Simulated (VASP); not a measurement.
# Ti (P6_3/mmc) in VASP: further runs

Ti is run at these levels: PBEsol; tasks: single point, relaxation of cell and atoms.

Everything below comes from runs of VASP 6.6.1. Logs are shortened: lines on timing, memory, paths and dates and some standing lists are left out, and cuts for length are marked.

### Step 1. The cell of the first run

The structure is hexagonal, space group P6_3/mmc (No. 194). The conventional cell has a = 2.841 Å, b = 2.841 Å, c = 4.505 Å, α = 90.00°, β = 90.00°, γ = 120.00°. Within 3.7 Å of Ti (site symmetry -6m2) lie 12 Ti at 2.79 to 2.84 Å.

### Step 2. Single point, PBEsol

File INCAR:

```
PREC     = Accurate       # precision mode
ENCUT    = 520            # plane-wave cutoff, eV
EDIFF    = 1E-6           # SCF threshold, eV
ISMEAR   = 0              # smearing method
SIGMA    = 0.1            # smearing width, eV
LREAL    = False          # projectors in reciprocal space
LASPH    = True           # aspherical terms in the spheres
NELM     = 60             # most SCF steps
ALGO     = Fast           # electronic algorithm
ISIF     = 2              # what is computed and relaxed
LWAVE    = False          # write WAVECAR
LCHARG   = False          # write CHGCAR
GGA      = PS             # functional
NBANDS   = 19             # bands
```

File KPOINTS:

```
regular mesh
0
Gamma
  18 18 10
```

File POSCAR:

```
Ti
1.0
    2.8414901414      0.0000000000      0.0000000000
   -1.4207450707      2.4608026471      0.0000000000
    0.0000000000      0.0000000000      4.5047454591
Ti
2
Direct
    0.3333333333      0.6666666667      0.2500000000
    0.6666666667      0.3333333333      0.7500000000
```

Potentials or basis: VASP PAW PBE potentials, release 64 (Ti_sv).

Launch:

```bash
$ cat potpaw_PBE.64/Ti_sv/POTCAR > POTCAR
$ mpirun -np 1 vasp_std > vasp.out
```

OUTCAR:

```text
PREC = Accurate
   ENCUT = 520
   EDIFF = 1E-6
   ISMEAR = 0
   LREAL = False
   LASPH = True
   NELM = 60
   ISIF = 2
   GGA = PS

 ion  position               nearest neighbor table
   1  0.333  0.667  0.250-   2 2.79   2 2.79   2 2.79   2 2.79   2 2.79   2 2.79
   2  0.667  0.333  0.750-   1 2.79   1 2.79   1 2.79   1 2.79   1 2.79   1 2.79

  LATTYP: Found a hexagonal cell.
 ALAT       =     2.8414901414
 C/A-ratio  =     1.5853461511

  Lattice vectors:

 A1 = (   2.8414901414,   0.0000000000,   0.0000000000)
 A2 = (  -1.4207450707,   2.4608026471,   0.0000000000)
 A3 = (   0.0000000000,   0.0000000000,   4.5047454591)

Analysis of symmetry for initial positions (statically):
=====================================================================
 Subroutine PRICEL returns:
 Original cell was already a primitive cell.

 Routine SETGRP: Setting up the symmetry group for a
 hexagonal supercell.

 Subroutine GETGRP returns: Found 24 space group operations
 (whereof 12 operations were pure point group operations)
 out of a pool of 24 trial point group operations.

The static configuration has the point symmetry D_3d.
 The point group associated with its full space group is D_6h.

Analysis of symmetry for dynamics (positions and initial velocities):
=====================================================================
 Subroutine PRICEL returns:
 Original cell was already a primitive cell.

 Routine SETGRP: Setting up the symmetry group for a
 hexagonal supercell.

 Subroutine GETGRP returns: Found 24 space group operations
 (whereof 12 operations were pure point group operations)
 out of a pool of 24 trial point group operations.

The dynamic configuration has the point symmetry D_3d.
 The point group associated with its full space group is D_6h.

 Subroutine INISYM returns: Found 24 space group operations
 (whereof 12 operations are pure point group operations),
 and found     1 'primitive' translations

----------------------------------------------------------------------------------------

                                     Primitive cell

  volume of cell :      31.4987

  direct lattice vectors                    reciprocal lattice vectors
     2.841490141  0.000000000  0.000000000     0.351928020  0.203185737  0.000000000
    -1.420745071  2.460802647  0.000000000     0.000000000  0.406371474  0.000000000
[... 83 lines left out ...]
   ENCUT  =  520.0 eV  38.22 Ry    6.18 a.u.   5.28  5.28  8.38*2*pi/ulx,y,z
   NELM   =     60;   NELMIN=  2; NELMDL= -5     # of ELM steps
   EDIFF  = 0.1E-05   stopping-criterion for ELM
   LREAL  =      F    real-space projection
   EDIFFG = 0.1E-04   stopping-criterion for IOM
   NSW    =      0    number of steps for IOM
   IBRION =     -1    ionic relax: 0-MD 1-quasi-New 2-CG
   NFREE  =      0    steps in history (QN), initial steepest desc. (CG)
   ISIF   =      2    stress and relaxation
   ISYM   =      2    0-nonsym 1-usesym 2-fastsym
   POTIM  = 0.5000    time-step for ionic-motion
   TEBEG  =    0.0;   TEEND  =   0.0 temperature during run
   PSTRESS=    0.0 pullay stress
   NELECT =      24.0000    total number of electrons
   NUPDOWN=      -1.0000    fix difference up-down
   EMIN   =  10.00;   EMAX   =-10.00  energy-range for DOS
   EFERMI =   0.00;   METHOD = LEGACY
   ISMEAR =     0;   SIGMA  =   0.10  broadening in eV -4-tet -1-fermi 0-gaus
   EFERMI_NEDOS =   21; number of points for ismear=-14 and -15
   IALGO  =     68    algorithm
   IMIX   =      4    mixing-type and parameters
     AMIX     =   0.40;   BMIX     =  1.00
     AMIX_MAG =   1.60;   BMIX_MAG =  1.00
  volume/ion in A,a.u.               =      15.75       106.28
  Fermi-wavevector in a.u.,A,eV,Ry     =   1.495251  2.825615 30.419584  2.235776
  Thomas-Fermi vector in A             =   2.607420
   LORBIT       =      0    0 simple, 1 ext, 2 COOP (PROOUT), +10 PAW based schemes
   GGA     = PS    functional components
   LHFCALC =     F    Hartree Fock is set to
   AEXX    =    0.0000 exact exchange contribution
   IVDW    =     0    specifies the selected vdW correction
   LEPSILON=     F    determine dielectric tensor
   LRPA    =     F    only Hartree local field effects (RPA)
 non-spin polarized calculation
 RMM-DIIS sequential band-by-band and
 Gauss-broadening in eV      SIGMA  =   0.10
  energy-cutoff  :      520.00
  volume of cell :       31.50
 maximum number of plane-waves:       858
 NGX is ok and might be reduce to    24
   NGX = 11   NGY = 11   NGZ = 17

 number of electron      24.0000005 magnetization

 Free energy of the ion-electron system (eV)
  ---------------------------------------------------
  ext. energy  EPLUGINS =         0.00000000
  ---------------------------------------------------
  free energy    TOTEN  =       -16.64106785 eV

  energy without entropy =      -16.63194891  energy(sigma->0) =      -16.63650838

 E-fermi :   9.2862     XC(G=0): -12.1118

 val. band max:        9.2836493291   @ k =   0.0556   0.0000   0.5000
 cond. band min:       9.2886394099   @ k =   0.0000   0.0000   0.4000
 fundamental gap:      0.0049900808
 Fermi energy:         9.2862141201

 k-point     1 :       0.0000    0.0000    0.0000
  band No.  band energies     occupation
      1     -47.1955      2.00000
      2     -46.9898      2.00000
      3     -24.0119      2.00000
      4     -23.1356      2.00000
      5     -23.1356      2.00000
      6     -23.0326      2.00000
[... 505 lines left out ...]
      6     -23.3668      2.00000
[... 11 lines left out ...]
     18      13.2194      0.00000
     19      14.0952      0.00000

 [... further k-points ...]

------------------------ aborting loop because EDIFF is reached ----------------------------------------

  FORCE on cell =-STRESS in cart. coord.  units (eV):
  Direction    XX          YY          ZZ          XY          YZ          ZX
  --------------------------------------------------------------------------------------
  -------------------------------------------------------------------------------------
  Total        1.4503341      1.4503341      1.4557233     -0.0000000     -0.0000000      0.0000000
  in kB       73.7709642     73.7709642     74.0450819     -0.0000000     -0.0000000      0.0000000
  external PRESSURE =      73.8623368 kB  Pullay stress =       0.0000000 kB

 VOLUME and BASIS-vectors are now :
 -----------------------------------------------------------------------------
  energy-cutoff  :      520.00
  volume of cell :       31.50
      direct lattice vectors                 reciprocal lattice vectors
     2.841490141  0.000000000  0.000000000     0.351928020  0.203185737  0.000000000
    -1.420745071  2.460802647  0.000000000     0.000000000  0.406371474  0.000000000
     0.000000000  0.000000000  4.504745459     0.000000000  0.000000000  0.221988125

 POSITION                                       TOTAL-FORCE (eV/Angst)
 -----------------------------------------------------------------------------------
     -0.00000      1.64054      1.12619         0.000000      0.000000      0.000000
      1.42075      0.82027      3.37856        -0.000000     -0.000000      0.000000
 -----------------------------------------------------------------------------------
    total drift:                                0.000000     -0.000000      0.000000

  FREE ENERGIE OF THE ION-ELECTRON SYSTEM (eV)
  ---------------------------------------------------
  free  energy   TOTEN  =       -16.6410678502 eV

  energy  without entropy=      -16.6319489092  energy(sigma->0) =      -16.63650838
```

stdout:

```text
POSCAR found type information on POSCAR Ti
 POSCAR found :  1 types and       2 ions
 scaLAPACK will be used
 -----------------------------------------------------------------------------
|                                                                             |
|                                                                             |
|     You enforced a specific xc type in the INCAR file but a different       |
|     I HOPE YOU KNOW WHAT YOU ARE DOING!                                     |
|                                                                             |
 -----------------------------------------------------------------------------

 LDA part: xc-table for (Slater+PW92), standard interpolation
 POSCAR, INCAR and KPOINTS ok, starting setup
 FFT: planning ... GRIDC
 FFT: planning ... GRID_SOFT
 FFT: planning ... GRID
 WAVECAR not read
 entering main loop
WARNING in EDDRMM: call to ZHEGV failed, returncode =   8  4      5
WARNING in EDDRMM: call to ZHEGV failed, returncode =   6  3      4
WARNING in EDDRMM: call to ZHEGV failed, returncode =   6  3     11
WARNING in EDDRMM: call to ZHEGV failed, returncode =   8  4      9
WARNING in EDDRMM: call to ZHEGV failed, returncode =   6  3      9
WARNING in EDDRMM: call to ZHEGV failed, returncode =   8  4      9
WARNING in EDDRMM: call to ZHEGV failed, returncode =   8  4      3
WARNING in EDDRMM: call to ZHEGV failed, returncode =   6  3     12
WARNING in EDDRMM: call to ZHEGV failed, returncode =   6  3     10
```

Wall time 2.4 min (1 thread of Intel Xeon 6975P-C (Granite Rapids), shared host); peak memory 0.23 GiB.

What came out:

| Item | Value |
| --- | --- |
| Free energy | -16.6411 eV |
| Pressure | 7.4 GPa |
| Band gap on the k mesh | zero (band 12 reaches 10.14 eV, above the bottom of band 13 at 8.97 eV) |

Caveat: the PAW data sets were made with another functional, which shifts forces and pressure a little.

### Step 3. Relaxation of cell and atoms, PBEsol, target pressure 60 GPa, at which the enthalpy is minimised

This run uses another cell than the first one, of 12.85 Å³/atom, 0.816 times its volume.

File INCAR:

```
  PREC = Accurate
  ENCUT = 600
  EDIFF = 1E-6
  ISMEAR = 0
  SIGMA = 0.1
  LREAL = F
  LASPH = T
  NELM = 80
  ALGO = Fast
  ISIF = 3
  LWAVE = F
  LCHARG = F
  GGA = PS
  IBRION = 2
  NSW = 70
  EDIFFG = -0.008
  PSTRESS = 600.0
```

File KPOINTS:

```
Automatic mesh
0
Gamma
  18 18 10
```

File POSCAR:

```
Ti
1.0
    2.6497815857      0.0000000000      0.0000000000
   -1.3248907928      2.2947781677      0.0000000000
    0.0000000000      0.0000000000      4.2251144578
Ti
2
Direct
    0.3333333333      0.6666666667      0.2500000000
    0.6666666667      0.3333333333      0.7500000000
```

Potentials or basis: VASP PAW PBE potentials, release 64 (Ti_sv).

Launch:

```bash
$ cat potpaw_PBE.64/Ti_sv/POTCAR > POTCAR
$ mpirun -np 1 vasp_std > vasp.out
```

It took 12 min on 1 thread of Intel Xeon 6975P-C (Granite Rapids), shared host; peak memory 0.26 GiB.

The run converged. Its results:

```yaml
Free_energy: -15.3279 eV
Relaxed_volume: 12.24 Å³/atom
Relaxed_cell: a = 2.588 Å, b = 2.588 Å, c = 4.222 Å, α = 90.00°, β = 90.00°, γ = 120.00°
Space_group_after_relaxing_to_0.05_Å: P6_3/mmc (No. 194)
Energy_change_on_relaxing_the_enthalpy_is_what_falls: +200.8 meV/atom
Ionic_steps: 9
Pressure_after_relaxing: 60.1 GPa
Band_gap_on_the_k_mesh: zero (band 12 reaches 13.48 eV, above the bottom of band 13 at 12.13 eV)
```

The path:
| step | energy change (eV) | largest force (eV/Å) | pressure (GPa) | volume (Å³) |
| --- | --- | --- | --- | --- |
| 1 | 0.0000 | 0.0000 | 47.58 | 25.69 |
| 2 | 1.5056 | 0.0000 | 92.79 | 22.16 |
| 3 | 0.3680 | 0.0000 | 59.84 | 24.59 |
| 4 | 0.3761 | 0.0000 | 59.66 | 24.57 |
| 5 | 0.8883 | 0.0000 | 75.21 | 23.34 |
| 6 | 0.3885 | 0.0000 | 60.32 | 24.53 |
| 7 | 0.3926 | 0.0000 | 60.03 | 24.52 |
| 8 | 0.3987 | 0.0000 | 60.04 | 24.50 |
| 9 | 0.4016 | 0.0000 | 60.09 | 24.49 |

Final structure:
```
Ti
1.0
     2.58794    0.00000    0.00000
    -1.29397    2.24122    0.00000
     0.00000    0.00000    4.22230
Ti
2
Direct
  0.33333 0.66667 0.25000
  0.66667 0.33333 0.75000
```

Levels at points of the mesh, in eV from the Fermi level:
```csv
k point,band 8,band 9,band 10,band 11,band 12,band 13,band 14,band 15,band 16
"(0.00, 0.00, 0.00)",-31.44,-6.77,-3.67,0.79,0.90,0.90,1.64,1.64,1.98
"(0.50, 0.00, 0.00)",-31.67,-3.48,-3.06,-2.84,0.27,0.61,0.81,1.62,5.20
"(0.00, 0.00, 0.50)",-31.56,-4.49,-4.49,-0.08,-0.08,0.83,0.83,0.83,0.83
"(0.50, 0.00, 0.50)",-31.89,-3.71,-3.71,-1.56,-1.56,2.53,2.53,2.79,2.79
```

Caveat: the cell is relaxed towards a set pressure, so the enthalpy falls and the energy may rise; the PAW data sets were made with another functional, which shifts forces and pressure a little.

### Step 4. Relaxation of cell and atoms, PBEsol, target pressure 30 GPa, at which the enthalpy is minimised

This run uses another cell than the first one, of 13.91 Å³/atom, 0.883 times its volume.

File INCAR:

```
SYSTEM = Ti
PREC     = Accurate       ! precision mode
ENCUT    = 600            ! plane-wave cutoff, eV
EDIFF    = 1E-6           ! SCF threshold, eV
ISMEAR   = 0              ! smearing method
SIGMA    = 0.1            ! smearing width, eV
LREAL    = .False.        ! projectors in reciprocal space
LASPH    = .True.         ! aspherical terms in the spheres
NELM     = 60             ! most SCF steps
ALGO     = Fast           ! electronic algorithm
ISIF     = 3              ! what is computed and relaxed
LWAVE    = .False.        ! write WAVECAR
LCHARG   = .False.        ! write CHGCAR
GGA      = PS             ! functional
IBRION   = 2              ! ionic algorithm
NSW      = 70             ! ionic steps
EDIFFG   = -0.008         ! ionic threshold
PSTRESS  = 300.0
```

File KPOINTS:

```
regular mesh
0
Gamma
  18 18 10
  0 0 0
```

File POSCAR:

```
Ti
1.0
    2.7249616663      0.0000000000      0.0000000000
   -1.3624808331      2.3598860274      0.0000000000
    0.0000000000      0.0000000000      4.3250430678
Ti
2
Direct
    0.3333333333      0.6666666667      0.2500000000
    0.6666666667      0.3333333333      0.7500000000
```

Launch:

```bash
$ cat potpaw_PBE.64/Ti_sv/POTCAR > POTCAR
$ mpirun -np 1 vasp_std > vasp.out
```

It took 6.3 min on 1 thread of Intel Xeon 6975P-C (Granite Rapids), shared host; peak memory 0.25 GiB.

Results (log left out):

```yaml
Free_energy: -16.2137 eV
Relaxed_volume: 13.85 Å³/atom
Relaxed_cell: a = 2.716 Å, b = 2.716 Å, c = 4.335 Å, α = 90.00°, β = 90.00°, γ = 120.00°
Space_group_after_relaxing_to_0.05_Å: P6_3/mmc (No. 194)
Energy_change_on_relaxing_the_enthalpy_is_what_falls: +10.5 meV/atom
Ionic_steps: 8
Pressure_after_relaxing: 30.0 GPa
Band_gap_on_the_k_mesh: zero (band 12 reaches 11.77 eV, above the bottom of band 13 at 10.53 eV)
```

Stress tensor (GPa, compression positive):
```
30.05  0.00  0.00
 0.00 30.05  0.00
 0.00  0.00 29.97
```

The path:
```
step  energy change (eV)  largest force (eV/Å)  pressure (GPa)  volume (Å³)
   1              0.0000                0.0000           29.18        27.81
   2              0.0540                0.0000           31.45        27.53
   3              0.0180                0.0000           30.27        27.72
   4              0.0151                0.0000           30.08        27.73
   5              0.0144                0.0000           29.92        27.73
   6              0.0140                0.0000           29.89        27.74
   7              0.0139                0.0000           29.89        27.74
   8              0.0209                0.0000           30.02        27.70
```

Final structure:
```xyz
2
Lattice="2.7163 0.0000 0.0000 -1.3581 2.3523 0.0000 0.0000 0.0000 4.3350" Properties=species:S:1:pos:R:3 pbc="T T T"
Ti    0.0000    1.5682    1.0838
Ti    1.3581    0.7841    3.2513
```

Levels at points of the mesh, in eV from the Fermi level:
```
           k point  band 10  band 11  band 12  band 13  band 14  band 15
(0.00, 0.00, 0.00)    -3.32     0.86     0.86     0.97     1.54     1.54
(0.50, 0.00, 0.00)    -2.65    -2.55    -0.21     0.50     0.81     1.50
(0.00, 0.00, 0.50)    -4.50     0.04     0.04     0.76     0.76     0.76
(0.50, 0.00, 0.50)    -3.24    -1.19    -1.19     2.14     2.14     2.19
```

Caveat: the cell is relaxed towards a set pressure, so the enthalpy falls and the energy may rise; the PAW data sets were made with another functional, which shifts forces and pressure a little.

### Step 5. The runs side by side

```tsv
task	cell	cutoff (eV)	gap on the mesh (eV)	pressure (GPa)
single point	a = 2.841, b = 2.841, c = 4.505 Å, angles 90.0, 90.0, 120.0°, 2 atoms	520	none	7.4
relaxation of cell and atoms	relaxed to 60 GPa from a = 2.650, b = 2.650, c = 4.225 Å, angles 90.0, 90.0, 120.0°, 2 atoms	600	none	60.1
relaxation of cell and atoms	relaxed to 30 GPa from a = 2.725, b = 2.725, c = 4.325 Å, angles 90.0, 90.0, 120.0°, 2 atoms	600	none	30.0
```

Alike in all rows: level PBEsol; potentials or basis VASP PAW PBE potentials, release 64 (Ti_sv); no spin polarisation; k mesh 18 × 18 × 10; smearing gaussian 0.1 eV.

Caveats: the PAW data sets were made with another functional, which shifts forces and pressure a little; the cell is relaxed towards a set pressure, so the enthalpy falls and the energy may rise (some runs).

Absolute energies hang on the potentials; compare differences alone.
